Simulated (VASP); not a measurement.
# Au (P6_3/mmc) in VASP: notebook

Runs on Au. Level: PBEsol. Tasks: single point.

All numbers are computed with VASP 6.6.1; they aren't measurements. Logs are shortened: lines on timing, memory, paths and dates and some standing lists are left out, and cuts for length are marked.

## (1) The cell of the first run

It takes space group P6_3/mmc (No. 194, hexagonal). The conventional cell has a = 2.813 Å, b = 2.813 Å, c = 4.953 Å, α = 90.00°, β = 90.00°, γ = 120.00°. Au (site symmetry -6m2) has 12 Au at 2.81 to 2.96 Å within 3.7 Å.

This isn't the form of Au at room conditions, which is fcc.

## (2) Single point, PBEsol (strain -0.030 along x and y, +0.015 along z)

INCAR

```
  PREC = Accurate
  ENCUT = 520
  EDIFF = 1E-6
  ISMEAR = 0
  SIGMA = 0.15
  LREAL = False
  LASPH = True
  NELM = 100
  ALGO = Fast
  ISIF = 2
  LWAVE = False
  LCHARG = True
  GGA = PS
  LELF = True
  LVHAR = True
  NBANDS = 18
```

KPOINTS

```
Automatic mesh
0
Gamma
  18 18 10
```

POSCAR

```
Au
1.0
    2.8129984581      0.0000000000      0.0000000000
   -1.4064992291      2.4361281255      0.0000000000
    0.0000000000      0.0000000000      4.9532000000
Au
2
Direct
    0.3333333333      0.6666666667      0.7500000000
    0.6666666667      0.3333333333      0.2500000000
```

Potentials or basis: VASP PAW PBE potentials, release 64 (Au).

The run is started by

```sh
$ cat potpaw_PBE.64/Au/POTCAR > POTCAR
$ mpirun -np 1 vasp_std > vasp.out
```

OUTCAR:

```text
PREC = Accurate
   ENCUT = 520
   EDIFF = 1E-6
   ISMEAR = 0
   LREAL = False
   LASPH = True
   NELM = 100
   ISIF = 2
   GGA = PS

 ion  position               nearest neighbor table
   1  0.333  0.667  0.750-   2 2.96   2 2.96   2 2.96   2 2.96   2 2.96   2 2.96
   2  0.667  0.333  0.250-   1 2.96   1 2.96   1 2.96   1 2.96   1 2.96   1 2.96

  LATTYP: Found a hexagonal cell.
 ALAT       =     2.8129984581
 C/A-ratio  =     1.7608257074

  Lattice vectors:

 A1 = (   2.8129984581,   0.0000000000,   0.0000000000)
 A2 = (  -1.4064992291,   2.4361281255,   0.0000000000)
 A3 = (   0.0000000000,   0.0000000000,   4.9532000000)

Analysis of symmetry for initial positions (statically):
=====================================================================
 Subroutine PRICEL returns:
 Original cell was already a primitive cell.

 Routine SETGRP: Setting up the symmetry group for a
 hexagonal supercell.

 Subroutine GETGRP returns: Found 24 space group operations
 (whereof 12 operations were pure point group operations)
 out of a pool of 24 trial point group operations.

The static configuration has the point symmetry D_3d.
 The point group associated with its full space group is D_6h.

Analysis of symmetry for dynamics (positions and initial velocities):
=====================================================================
 Subroutine PRICEL returns:
 Original cell was already a primitive cell.

 Routine SETGRP: Setting up the symmetry group for a
 hexagonal supercell.

 Subroutine GETGRP returns: Found 24 space group operations
 (whereof 12 operations were pure point group operations)
 out of a pool of 24 trial point group operations.

The dynamic configuration has the point symmetry D_3d.
 The point group associated with its full space group is D_6h.

 Subroutine INISYM returns: Found 24 space group operations
 (whereof 12 operations are pure point group operations),
 and found     1 'primitive' translations

----------------------------------------------------------------------------------------

                                     Primitive cell

  volume of cell :      33.9434

  direct lattice vectors                    reciprocal lattice vectors
     2.812998458  0.000000000  0.000000000     0.355492552  0.205243720  0.000000000
    -1.406499229  2.436128125  0.000000000     0.000000000  0.410487441  0.000000000
     0.000000000  0.000000000  4.953200000     0.000000000  0.000000000  0.201889687

  length of vectors
     2.812998458  2.812998458  4.953200000     0.410487441  0.410487441  0.201889687

  position of ions in fractional coordinates (direct lattice)
     0.333333333  0.666666667  0.750000000
     0.666666667  0.333333333  0.250000000

  ion indices of the primitive-cell ions
   primitive index   ion index
                 1           1
                 2           2

----------------------------------------------------------------------------------------

 KPOINTS: Automatic mesh

Automatic generation of k-mesh.
 Grid dimensions read from file:
 generate k-points for:   18   18   10

 Generating k-lattice:

  Cartesian coordinates                     Fractional coordinates (reciprocal lattice)
     0.019749586  0.011402429  0.000000000     0.055555556 -0.000000000  0.000000000
     0.000000000  0.022804858  0.000000000     0.000000000  0.055555556  0.000000000
     0.000000000  0.000000000  0.020188969     0.000000000  0.000000000  0.100000000

  Length of vectors
     0.022804858  0.022804858  0.020188969

  Shift w.r.t. Gamma in fractional coordinates (k-lattice)
     0.000000000  0.000000000  0.000000000

 Subroutine IBZKPT returns following result:
 ===========================================

 Found    222 irreducible k-points:

 Following reciprocal coordinates:
            Coordinates               Weight
  0.000000  0.000000  0.000000      1.000000
  0.055556 -0.000000  0.000000      6.000000
  0.111111 -0.000000  0.000000      6.000000
  0.166667 -0.000000  0.000000      6.000000
  0.222222 -0.000000  0.000000      6.000000
  0.277778  0.000000  0.000000      6.000000
[... 16 lines left out ...]
  0.333333  0.111111  0.000000     12.000000
  0.388889  0.111111  0.000000     12.000000
 [... further k-points ...]
   k-points           NKPTS =    222   k-points in BZ     NKDIM =    222   number of bands    NBANDS=     18
   number of dos      NEDOS =    301   number of ions     NIONS =      2
   total plane-waves  NPLWV =  23040
   dimension x,y,z NGX =    24 NGY =   24 NGZ =   40
   dimension x,y,z NGXF=    48 NGYF=   48 NGZF=   80
   ions per type =               2
   NGX,Y,Z   is equivalent  to a cutoff of  14.18, 14.18, 13.43 a.u.
   NGXF,Y,Z  is equivalent  to a cutoff of  28.37, 28.37, 26.85 a.u.
 SYSTEM =  unknown system
   PREC   = accura    normal or accurate (medium, high low for compatibility)
   ISTART =      0    job   : 0-new  1-cont  2-samecut
   ICHARG =      2    charge: 1-file 2-atom 10-const
   ISPIN  =      1    spin polarized calculation?
   LNONCOLLINEAR =      F non collinear calculations
   LSORBIT =      F    spin-orbit coupling
   LASPH  =      T    aspherical Exc in radial PAW
   ENCUT  =  520.0 eV  38.22 Ry    6.18 a.u.   5.23  5.23  9.21*2*pi/ulx,y,z
   NELM   =    100;   NELMIN=  2; NELMDL= -5     # of ELM steps
   EDIFF  = 0.1E-05   stopping-criterion for ELM
   LREAL  =      F    real-space projection
   EDIFFG = 0.1E-04   stopping-criterion for IOM
   NSW    =      0    number of steps for IOM
   IBRION =     -1    ionic relax: 0-MD 1-quasi-New 2-CG
   NFREE  =      0    steps in history (QN), initial steepest desc. (CG)
   ISIF   =      2    stress and relaxation
   ISYM   =      2    0-nonsym 1-usesym 2-fastsym
   POTIM  = 0.5000    time-step for ionic-motion
   TEBEG  =    0.0;   TEEND  =   0.0 temperature during run
   PSTRESS=    0.0 pullay stress
   NELECT =      22.0000    total number of electrons
   NUPDOWN=      -1.0000    fix difference up-down
   EMIN   =  10.00;   EMAX   =-10.00  energy-range for DOS
   EFERMI =   0.00;   METHOD = LEGACY
   ISMEAR =     0;   SIGMA  =   0.15  broadening in eV -4-tet -1-fermi 0-gaus
   EFERMI_NEDOS =   21; number of points for ismear=-14 and -15
   IALGO  =     68    algorithm
   IMIX   =      4    mixing-type and parameters
     AMIX     =   0.40;   BMIX     =  1.00
     AMIX_MAG =   1.60;   BMIX_MAG =  1.00
  volume/ion in A,a.u.               =      16.97       114.53
  Fermi-wavevector in a.u.,A,eV,Ry     =   1.416763  2.677294 27.309854  2.007218
  Thomas-Fermi vector in A             =   2.538064
   LORBIT       =      0    0 simple, 1 ext, 2 COOP (PROOUT), +10 PAW based schemes
   GGA     = PS    functional components
   LHFCALC =     F    Hartree Fock is set to
   AEXX    =    0.0000 exact exchange contribution
   IVDW    =     0    specifies the selected vdW correction
   LEPSILON=     F    determine dielectric tensor
   LRPA    =     F    only Hartree local field effects (RPA)
 non-spin polarized calculation
 RMM-DIIS sequential band-by-band and
 Gauss-broadening in eV      SIGMA  =   0.15
  energy-cutoff  :      520.00
  volume of cell :       33.94
 maximum number of plane-waves:       930
 NGX is ok and might be reduce to    24
   NGX = 11   NGY = 11   NGZ = 19

 number of electron      21.9999996 magnetization

 Free energy of the ion-electron system (eV)
  ---------------------------------------------------
  ext. energy  EPLUGINS =         0.00000000
  ---------------------------------------------------
  free energy    TOTEN  =        -7.81786999 eV

  energy without entropy =       -7.81010862  energy(sigma->0) =       -7.81398931

 E-fermi :   9.3933     XC(G=0): -12.9049

 val. band max:        9.3409524818   @ k =   0.4444   0.0556   0.3000
 cond. band min:       9.3937799232   @ k =   0.3333  -0.0000   0.3000
 fundamental gap:      0.0528274414
 Fermi energy:         9.3932566147

 k-point     1 :       0.0000    0.0000    0.0000
  band No.  band energies     occupation
      1      -0.6276      2.00000
      2       1.7006      2.00000
      3       4.1838      2.00000
      4       4.7071      2.00000
      5       4.7071      2.00000
      6       4.9671      2.00000
[... 10 lines left out ...]
     17      28.6288      0.00000
     18      28.6289      0.00000

 k-point     2 :       0.0556   -0.0000    0.0000
  band No.  band energies     occupation
      1      -0.5237      2.00000
      2       1.7926      2.00000
      3       4.1945      2.00000
      4       4.6882      2.00000
      5       4.7781      2.00000
      6       4.9251      2.00000
[... 10 lines left out ...]
     17      27.9722      0.00000
     18      28.0423      0.00000

 k-point     3 :       0.1111   -0.0000    0.0000
  band No.  band energies     occupation
      1      -0.2193      2.00000
      2       2.0521      2.00000
      3       4.1824      2.00000
      4       4.6686      2.00000
      5       4.8416      2.00000
      6       4.9869      2.00000
[... 10 lines left out ...]
     17      26.8667      0.00000
     18      27.5565      0.00000

 k-point     4 :       0.1667   -0.0000    0.0000
  band No.  band energies     occupation
      1       0.2615      2.00000
      2       2.4154      2.00000
      3       4.1111      2.00000
      4       4.5623      2.00000
      5       4.9381      2.00000
      6       4.9543      2.00000
[... 375 lines left out ...]
      4       4.2962      2.00000
      5       4.6914      2.00000
      6       4.7999      2.00000
[... 10 lines left out ...]
     17      23.1453      0.00000
     18      25.0962      0.00000

 k-point    23 :       0.3333    0.1111    0.0000
  band No.  band energies     occupation
      1       2.5567      2.00000
      2       2.7662      2.00000
      3       3.2313      2.00000
      4       4.6666      2.00000
      5       4.7344      2.00000
      6       5.0351      2.00000
[... 10 lines left out ...]
     17      22.1385      0.00000
     18      24.4853      0.00000

 k-point    24 :       0.3889    0.1111    0.0000
  band No.  band energies     occupation
      1       2.6066      2.00000
      2       2.6811      2.00000
      3       3.0800      2.00000
      4       4.7302      2.00000
      5       4.9607      2.00000
      6       5.0153      2.00000
[... 10 lines left out ...]
     17      21.2792      0.00000
     18      24.1228      0.00000

 [... further k-points ...]
[... 5 lines left out ...]
  --------------------------------------------------------------------------------------
  -------------------------------------------------------------------------------------
  Total        0.5543392      0.5543392     -0.3857527     -0.0000000      0.0000000      0.0000000
  in kB       26.1656000     26.1656000    -18.2080781     -0.0000000      0.0000000      0.0000000
  external PRESSURE =      11.3743740 kB  Pullay stress =       0.0000000 kB

 VOLUME and BASIS-vectors are now :
 -----------------------------------------------------------------------------
  energy-cutoff  :      520.00
  volume of cell :       33.94
      direct lattice vectors                 reciprocal lattice vectors
     2.812998458  0.000000000  0.000000000     0.355492552  0.205243720  0.000000000
    -1.406499229  2.436128125  0.000000000     0.000000000  0.410487441  0.000000000
     0.000000000  0.000000000  4.953200000     0.000000000  0.000000000  0.201889687

 POSITION                                       TOTAL-FORCE (eV/Angst)
 -----------------------------------------------------------------------------------
     -0.00000      1.62409      3.71490         0.000000     -0.000000      0.000000
      1.40650      0.81204      1.23830        -0.000000      0.000000      0.000000
 -----------------------------------------------------------------------------------
    total drift:                                0.000000     -0.000000      0.000000

  FREE ENERGIE OF THE ION-ELECTRON SYSTEM (eV)
  ---------------------------------------------------
  free  energy   TOTEN  =        -7.8178699934 eV

  energy  without entropy=       -7.8101086240  energy(sigma->0) =       -7.81398931
```

Wall time 1.8 min (1 thread of Intel Xeon 8259CL, shared host); peak memory 0.24 GiB.

What came out:

- Free energy: -7.8179 eV
- Pressure: 1.1 GPa
- Band gap on the k mesh: zero (bands 11 and 12 overlap by 7.02 eV)

Levels at points of the mesh, in eV from the Fermi level:
```
           k point  band 7  band 8  band 9  band 10  band 11  band 12  band 13  band 14  band 15  band 16
(0.00, 0.00, 0.00)   -4.43   -3.38   -3.38    -2.23    -2.23    -1.59     2.05    14.76    14.78    16.70
(0.50, 0.00, 0.00)   -3.68   -2.12   -1.74    -1.60     0.42     1.76     5.43     6.97     7.13    10.85
(0.00, 0.00, 0.50)   -4.68   -4.68   -2.67    -2.67    -2.67    -2.67     9.53     9.53    15.09    15.09
(0.50, 0.00, 0.50)   -2.52   -2.52   -1.66    -1.66     0.39     0.39     4.09     4.09    12.50    12.50
```

Caveat: the cell differs from its parent crystal (strain -0.030 along x and y, +0.015 along z); the PAW data sets were made with another functional, which shifts forces and pressure a little; spin-orbit coupling is left out, which moves the levels of the heavy elements.

## (3) Single point, PBEsol (strain -0.015 along x and y, -0.015 along z)

INCAR

```
  PREC = Accurate
  ENCUT = 520
  EDIFF = 1E-7
  ISMEAR = 0
  SIGMA = 0.15
  LREAL = F
  LASPH = T
  NELM = 60
  ALGO = Fast
  ISIF = 2
  LWAVE = F
  LCHARG = F
  GGA = PS
  NBANDS = 18
```

KPOINTS

```
regular mesh
0
Gamma
  18 18 10
```

POSCAR

```
Au
1.0
    2.8564984343      0.0000000000      0.0000000000
   -1.4282492171      2.4738002100      0.0000000000
    0.0000000000      0.0000000000      4.8068000000
Au
2
Direct
    0.3333333333      0.6666666667      0.7500000000
    0.6666666667      0.3333333333      0.2500000000
```

Potentials or basis: VASP PAW PBE potentials, release 64 (Au).

The run is started by

```sh
$ cat potpaw_PBE.64/Au/POTCAR > POTCAR
$ mpirun -np 1 vasp_std > vasp.out
```

Wall time 2.7 min (1 thread of Intel Xeon 8259CL, shared host); peak memory 0.24 GiB.

It converged, with:

* Free energy: -7.8323 eV
* Pressure: 0.2 GPa
* Band gap on the k mesh: zero (bands 11 and 12 overlap by 6.95 eV)

Stress tensor (GPa, compression positive):
```
 0.36  0.00  0.00
 0.00  0.36  0.00
 0.00  0.00 -0.02
```

Levels at points of the mesh, in eV from the Fermi level:
```
           k point  band 8  band 9  band 10  band 11  band 12  band 13  band 14  band 15
(0.00, 0.00, 0.00)   -3.52   -3.52    -2.14    -2.14    -1.21     2.69    14.60    15.69
(0.50, 0.00, 0.00)   -1.91   -1.82    -1.63     0.39     1.62     5.75     7.29     7.38
(0.00, 0.00, 0.50)   -4.59   -2.61    -2.61    -2.61    -2.61    10.61    10.61    14.91
(0.50, 0.00, 0.50)   -2.40   -1.71    -1.71     0.43     0.43     4.02     4.02    13.21
```

Caveat: the cell differs from its parent crystal (strain -0.015 along x and y, -0.015 along z); the PAW data sets were made with another functional, which shifts forces and pressure a little; spin-orbit coupling is left out, which moves the levels of the heavy elements.
